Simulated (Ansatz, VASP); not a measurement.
KRh in VASP and in Ansatz

INCAR

```
PREC     = Accurate       # precision mode
ENCUT    = 520            # plane-wave cutoff, eV
EDIFF    = 1E-7           # SCF threshold, eV
ISMEAR   = -1             # smearing method
SIGMA    = 0.05           # smearing width, eV
LREAL    = F              # projectors in reciprocal space
LASPH    = T              # aspherical terms in the spheres
NELM     = 100            # most SCF steps
ALGO     = Fast           # electronic algorithm
ISIF     = 2              # what is computed and relaxed
LWAVE    = F              # write WAVECAR
LCHARG   = F              # write CHGCAR
GGA      = PE             # functional
NBANDS   = 19             # bands
```

KPOINTS

```
regular mesh
0
Gamma
  7 7 7
```

File POSCAR:

```
KRh
1.0
    3.9266231500      0.0000000000      0.0000000000
    0.0000000000      3.9266231500      0.0000000000
    0.0000000000      0.0000000000      3.9266231500
K Rh
1 1
Direct
    0.0000000000      0.0000000000      0.0000000000
    0.5000000000      0.5000000000      0.5000000000
```

File input.yaml:

```yaml
crystal:
  lattice:
    - [3.92662315, 0.0, 0.0]
    - [0.0, 3.92662315, 0.0]
    - [0.0, 0.0, 3.92662315]
  atoms:
    - { symbol: K, position: [0.0, 0.0, 0.0] }
    - { symbol: Rh, position: [0.5, 0.5, 0.5] }
kpoints:
  mp_grid: { grid: [7, 7, 7] }
scf:
  occupations: { method: fermi_dirac, width: 0.05 }
hamiltonian:
  xc: pbe
  pseudopotentials: { kind: all_electron, lapw: { basis_error: 0.0005 } }
output:
  forces: true
  stress: true
  eigenvalues: true
```

Alike in both runs: task single point; functional PBE; k mesh 7 × 7 × 7; occupations fermi-dirac, width 0.05 eV; no spin polarisation.

|  | VASP | Ansatz |
| --- | --- | --- |
| version | VASP 6.6.1 | Ansatz 0.2.0 |
| potentials or method | VASP PAW PBE potentials, release 64 (K_sv, Rh_pv), cutoff 520 eV | all-electron LAPW, scalar-relativistic |

Ansatz gave:

| Quantity | Value |
| --- | --- |
| gap on the k mesh at the Fermi level (eV) | none |
| pressure (GPa) | -3.4 |

Q: Estimate VASP's values.

A: gap on the k mesh at the Fermi level (eV): none; pressure (GPa): -3.3.

A gap of «none» marks a metal or a gap that the smearing closes. Ansatz ran all-electron here, and VASP with PAW potentials.
